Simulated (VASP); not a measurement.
# Si16Au (a cell with a defect) in VASP: further runs, part 2 of 2

VASP 6.6.1. Earlier steps stand in the parts before.

## 3. Single point, PBE, collinear spin, zero start

File INCAR:

```
SYSTEM = Si16Au
PREC = Accurate
ENCUT = 520
EDIFF = 1E-6
ISMEAR = -1
SIGMA = 0.05
LREAL = Auto
LASPH = .True.
NELM = 150
ALGO = Normal
ISIF = 2
LWAVE = .False.
LCHARG = .False.
ISPIN = 2
MAGMOM = 0 0 0 0 0 0 0 0 0 0 0 0 0 0 0 0 0
LORBIT = 11
LMAXMIX = 4
GGA = PE
NBANDS = 56
```

File KPOINTS:

```
Automatic mesh
0
Gamma
  2 2 2
  0 0 0
```

File POSCAR:

```
Si16Au
1.0
    0.0000000000      5.4300000000      5.4300000000
    5.4300000000      0.0000000000      5.4300000000
    5.4300000000      5.4300000000      0.0000000000
Si Au
16 1
Direct
   -0.0262716390      0.0035635359     -0.0018298343
    0.0834307551      0.1346915285      0.1366629834
    0.0008807551     -0.0004455801      0.5089153775
    0.1259494475      0.1287420810      0.6266553407
    0.0105749540      0.5047377532      0.0073130755
    0.1282391344      0.6339509208      0.1301639963
    0.0309985267      0.4999806630      0.5019202578
    0.1445860958      0.6274199816      0.6356161142
    0.4525385820     -0.0162783610     -0.0095218232
    0.6006296501      0.1009521179      0.0981563536
    0.4946633517     -0.0074965009      0.4844675875
    0.6301320442      0.1198907919      0.6336705341
    0.4876498158      0.4831330571     -0.0245336096
    0.6447139042      0.6473488950      0.1483350829
    0.5160883057      0.5005976980      0.5272422652
    0.6600579190      0.6301905157      0.6230509208
    0.6190342541      0.3069893186      0.2666513812
```

Potentials or basis: VASP PAW PBE potentials, release 64 (Si, Au).

On the command line:

```console
$ cat potpaw_PBE.64/Si/POTCAR potpaw_PBE.64/Au/POTCAR > POTCAR
$ mpirun -np 1 vasp_std > vasp.out
```

OUTCAR:

```text
SYSTEM = Si16Au
   PREC = Accurate
   ENCUT = 520
   EDIFF = 1E-6
   ISMEAR = -1
   LREAL = Auto
   LASPH = .True.
   NELM = 150
   ISIF = 2
   ISPIN = 2
   LORBIT = 11
   GGA = PE

 ion  position               nearest neighbor table
   1  0.974  0.004  0.998-   6 2.33   4 2.34  10 2.36   2 2.38  17 3.15
   2  0.083  0.135  0.137-   9 2.34   5 2.35   3 2.35   1 2.38  17 2.92
   3  0.001  1.000  0.509-  12 2.32   4 2.33   8 2.34   2 2.35
   4  0.126  0.129  0.627-  11 2.32   3 2.33   7 2.34   1 2.34
   5  0.011  0.505  0.007-  14 2.31   6 2.32   8 2.33   2 2.35  17 3.30
   6  0.128  0.634  0.130-  13 2.30   5 2.32   1 2.33   7 2.34
   7  0.031  0.500  0.502-  16 2.33   6 2.34   4 2.34   8 2.35
   8  0.145  0.627  0.636-   5 2.33  15 2.33   3 2.34   7 2.35
   9  0.453  0.984  0.990-  14 2.27  12 2.30   2 2.34  10 2.34
  10  0.601  0.101  0.098-   9 2.34   1 2.36  13 2.40  11 2.44  17 2.58
  11  0.495  0.993  0.484-  16 2.31   4 2.32  10 2.44  17 2.49  12 2.59
  12  0.630  0.120  0.634-   9 2.30   3 2.32  15 2.40  17 2.47  11 2.59
  13  0.488  0.483  0.975-  16 2.28   6 2.30  17 2.39  10 2.40  14 3.10
  14  0.645  0.647  0.148-   9 2.27   5 2.31  17 2.38  15 2.38  13 3.10
  15  0.516  0.501  0.527-  16 2.32   8 2.33  14 2.38  12 2.40  17 2.66
  16  0.660  0.630  0.623-  13 2.28  11 2.31  15 2.32   7 2.33
  17  0.619  0.307  0.267-  14 2.38  13 2.39  12 2.47  11 2.49  10 2.58  15 2.66   2 2.92   1 3.15
                             5 3.30

  LATTYP: Found a face centered cubic cell.
 ALAT       =    10.8600000000

  Lattice vectors:

 A1 = (   0.0000000000,   5.4300000000,   5.4300000000)
 A2 = (   5.4300000000,   0.0000000000,   5.4300000000)
 A3 = (   5.4300000000,   5.4300000000,   0.0000000000)

Analysis of symmetry for initial positions (statically):
=====================================================================
 Subroutine PRICEL returns:
 Original cell was already a primitive cell.

 Routine SETGRP: Setting up the symmetry group for a
 face centered cubic supercell.

[... 617 lines left out ...]
     48      10.6043      0.00000
     49      10.7204      0.00000
 Fermi energy:         7.1343971827

 spin component 2

 k-point     1 :       0.0000    0.0000    0.0000
  band No.  band energies     occupation
      1      -5.7790      1.00000
      2      -3.4680      1.00000
      3      -3.3405      1.00000
      4      -3.2752      1.00000
      5      -3.1685      1.00000
      6      -2.3265      1.00000
[... 405 lines left out ...]
     48      10.6043      0.00000
     49      10.7204      0.00000
 [bands above 49 left out]

------------------------ aborting loop because EDIFF is reached ----------------------------------------

  FORCE on cell =-STRESS in cart. coord.  units (eV):
  Direction    XX          YY          ZZ          XY          YZ          ZX
  --------------------------------------------------------------------------------------
  -------------------------------------------------------------------------------------
  Total       12.7453357     13.7144748     12.7065757     -0.0045022      0.4311615     -0.2117516
  in kB       63.7723435     68.6215115     63.5784045     -0.0225270      2.1573525     -1.0595166
  external PRESSURE =      65.3240865 kB  Pullay stress =       0.0000000 kB

 VOLUME and BASIS-vectors are now :
 -----------------------------------------------------------------------------
  energy-cutoff  :      520.00
  volume of cell :      320.21
      direct lattice vectors                 reciprocal lattice vectors
     0.000000000  5.430000000  5.430000000    -0.092081031  0.092081031  0.092081031
     5.430000000  0.000000000  5.430000000     0.092081031 -0.092081031  0.092081031
     5.430000000  5.430000000  0.000000000     0.092081031  0.092081031 -0.092081031

 POSITION                                       TOTAL-FORCE (eV/Angst)
 -----------------------------------------------------------------------------------
      5.43941     10.70741      5.30670        -0.017968      0.019451      0.019026
      1.47345      1.19511      1.18440         0.016756     -0.056088     -0.034552
      8.19099      2.76819      5.43236        -0.027787     -0.011033      0.003924
      4.10181      4.08664      1.38297        -0.022839      0.006493     -0.009731
      2.78044      0.09713      2.79815        -0.033575     -0.031231     -0.000813
      4.14914      1.40313      4.13869        -0.059102     -0.035602      0.004785
[... 9 lines left out ...]
      6.80510      6.96728      7.00605        -0.056922      0.028569      0.027100
      3.11487      4.80927      5.02831         0.208052     -0.058537     -0.138849
 -----------------------------------------------------------------------------------
    total drift:                               -0.004896     -0.001896      0.000308

  FREE ENERGIE OF THE ION-ELECTRON SYSTEM (eV)
  ---------------------------------------------------
  free  energy   TOTEN  =       -85.9181046991 eV

  energy  without entropy=      -85.8808575447  energy(sigma->0) =      -85.89948112

 total charge

# of ion       s       p       d       tot
------------------------------------------
    1        0.750   0.934   0.000   1.684
    2        0.746   0.935   0.000   1.681
    3        0.747   0.955   0.000   1.702
    4        0.742   0.962   0.000   1.704
    5        0.748   0.956   0.000   1.704
    6        0.744   0.968   0.000   1.712
[... 9 lines left out ...]
   16        0.753   0.962   0.000   1.714
   17        0.749   0.559   8.694  10.003
--------------------------------------------------
tot         12.746  15.647   8.694  37.088

 magnetization (x)

# of ion       s       p       d       tot
------------------------------------------
    1        0.000   0.000   0.000   0.000
    2        0.000   0.000   0.000   0.000
    3       -0.000  -0.000   0.000  -0.000
    4        0.000   0.000   0.000   0.000
    5        0.000   0.000   0.000   0.000
    6        0.000  -0.000   0.000  -0.000
[... 9 lines left out ...]
   16        0.000   0.000   0.000   0.000
   17        0.000   0.000   0.000   0.000
--------------------------------------------------
tot          0.000   0.000   0.000   0.000
```

Wall time 5.2 min (1 thread of Intel Xeon 6975P-C (Granite Rapids), shared host); peak memory 0.73 GiB.

Results:

```
Free energy                                           : -85.9181 eV
Pressure                                              : 6.5 GPa
Largest force                                         : 0.257 eV/Å
Net moment                                            : 0.00 μB per cell
Valence electrons inside the program's atomic spheres : Si 1.68, 1.70, 1.71, 1.72, 1.66, 1.67, 1.69 (each value once); Au 10.00
```

Forces on the atoms (eV/Å):
```
Si  -0.018  0.019  0.019
Si   0.017 -0.056 -0.035
Si  -0.028 -0.011  0.004
Si  -0.023  0.006 -0.010
Si  -0.034 -0.031 -0.001
Si  -0.059 -0.036  0.005
Si  -0.068  0.010  0.046
Si  -0.020 -0.004  0.019
Si   0.082  0.016  0.005
Si   0.004  0.061  0.025
Si  -0.014  0.015 -0.007
Si   0.031  0.072 -0.023
Si  -0.020 -0.005  0.016
Si   0.010 -0.034  0.024
Si  -0.010  0.006  0.024
Si  -0.057  0.029  0.027
Au   0.208 -0.059 -0.139
```

Stress tensor (GPa, compression positive):
```
 6.38  0.00 -0.11
 0.00  6.86  0.22
-0.11  0.22  6.36
```

Levels at points of the mesh, in eV from the Fermi level:
Spin up:
```
           k point  band 34  band 35  band 36  band 37  band 38  band 39  band 40  band 41
(0.00, 0.00, 0.00)    -1.41    -1.20    -0.86    -0.81    -0.39    -0.23     0.03     0.06
(0.50, 0.00, 0.00)    -1.52    -1.45    -1.40    -0.69     0.32     0.48     0.88     0.89
(0.00, 0.50, 0.00)    -1.56    -1.44    -1.13    -0.73     0.06     0.29     0.60     0.72
(0.00, 0.00, 0.50)    -1.69    -1.42    -1.28    -0.81     0.11     0.52     0.65     0.68
(0.50, 0.50, 0.50)    -1.54    -1.38    -1.35    -1.22    -0.13     0.35     0.63     0.72
(0.50, 0.50, 0.00)    -2.02    -1.90    -1.69    -1.14     0.12     0.44     1.27     1.36
(0.00, 0.50, 0.50)    -1.90    -1.86    -1.72    -1.43     0.13     0.48     1.23     1.44
(0.50, 0.00, 0.50)    -2.05    -1.98    -1.61    -1.14     0.24     0.42     1.31     1.35
```
Spin down:
```csv
k point,band 33,band 34,band 35,band 36,band 37,band 38,band 39,band 40,band 41,band 42
"(0.00, 0.00, 0.00)",-1.49,-1.41,-1.20,-0.86,-0.81,-0.39,-0.23,0.03,0.06,0.43
"(0.50, 0.00, 0.00)",-2.43,-1.52,-1.45,-1.40,-0.69,0.32,0.48,0.88,0.89,1.02
"(0.00, 0.50, 0.00)",-2.41,-1.56,-1.44,-1.13,-0.73,0.06,0.29,0.60,0.72,0.91
"(0.00, 0.00, 0.50)",-2.38,-1.69,-1.42,-1.28,-0.81,0.11,0.52,0.65,0.68,0.91
"(0.50, 0.50, 0.50)",-2.34,-1.54,-1.38,-1.35,-1.22,-0.13,0.35,0.63,0.72,0.90
"(0.50, 0.50, 0.00)",-2.16,-2.02,-1.90,-1.69,-1.14,0.12,0.44,1.27,1.36,1.59
"(0.00, 0.50, 0.50)",-2.20,-1.90,-1.86,-1.72,-1.43,0.13,0.48,1.23,1.44,1.71
"(0.50, 0.00, 0.50)",-2.27,-2.05,-1.98,-1.61,-1.14,0.24,0.42,1.31,1.35,1.59
```

Caveat: the k points lie up to 0.50 Å⁻¹ apart; spin-orbit coupling is left out, which moves the levels of the heavy elements.
